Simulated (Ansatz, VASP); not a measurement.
# F in VASP and in Ansatz

The input INCAR:

```
ALGO = Normal ; EDIFF = 1E-7
ENCUT = 520 ; GGA = PE
ISIF = 2 ; ISMEAR = 0
IVDW = 12 ; LASPH = True
LCHARG = False ; LREAL = False
LWAVE = False ; NBANDS = 22
NELM = 60 ; PREC = Accurate
SIGMA = 0.05
```

File KPOINTS:

```
k-points
0
Gamma
  8 8 4
```

Contents of POSCAR:

```
F
1.0
    2.8559776965     -1.7793027884      0.3013997065
    2.8559776965      1.7793027884      0.3013997065
   -0.8328976999      0.0000000000      6.7018321406
F
4
Direct
    0.9138648456      0.5855481450      0.0939279973
    0.4144518550      0.0861351544      0.4060720027
    0.0861351544      0.4144518550      0.9060720027
    0.5855481450      0.9138648456      0.5939279973
```

Input for Ansatz:

```yaml
crystal:
  lattice:
    - [2.8559776965, -1.7793027884, 0.3013997065]
    - [2.8559776965, 1.7793027884, 0.3013997065]
    - [-0.8328976999, 0.0, 6.7018321406]
  atoms:
    - { symbol: F, position: [0.9138648456, 0.585548145, 0.0939279973] }
    - { symbol: F, position: [0.414451855, 0.0861351544, 0.4060720027] }
    - { symbol: F, position: [0.0861351544, 0.414451855, 0.9060720027] }
    - { symbol: F, position: [0.585548145, 0.9138648456, 0.5939279973] }
basis:
  ecutwfc: 520.0
kpoints:
  mp_grid: { grid: [8, 8, 4] }
hamiltonian:
  xc: pbe
  dispersion: d3bj
scf:
  occupations: { method: gaussian, width: 0.05 }
output:
  forces: true
  stress: true
  eigenvalues: true
  write_density: true
  write_potential: true
  elf: true
  volumetric_format: npy
```

Change from the starting cell: volume 17.252 Å^3 an atom, stretch along a over the lengths across it, relative to the relaxed cell 1.0202.

Alike in both runs: task single point; functional PBE; dispersion D3(BJ); k mesh 8 × 8 × 4; occupations gaussian, width 0.05 eV; no spin polarisation.

|  | VASP | Ansatz |
| --- | --- | --- |
| version | VASP 6.6.1 | Ansatz 0.2.0 |
| potentials or method | VASP PAW PBE potentials, release 64 (F), cutoff 520 eV | scalar-relativistic, plane waves, PAW |
| valence electrons in the cell | 28 | 28 |

Ansatz gave:

- gap on the k mesh at the Fermi level (eV): 3.14
- least direct gap on the mesh (eV): 3.14
- pressure (GPa): 0.8
- traceless stress, the component that is largest in VASP (GPa): 1.06
- rms of the force components (eV/Å): 0.191

Task: Which values does VASP return?

Result: gap on the k mesh at the Fermi level (eV): 3.06; least direct gap on the mesh (eV): 3.06; pressure (GPa): 1.1; traceless stress, the component that is largest in VASP (GPa): 2.26; rms of the force components (eV/Å): 0.415.

Atom by atom the forces differ by 0.224 eV/Å (rms over components).
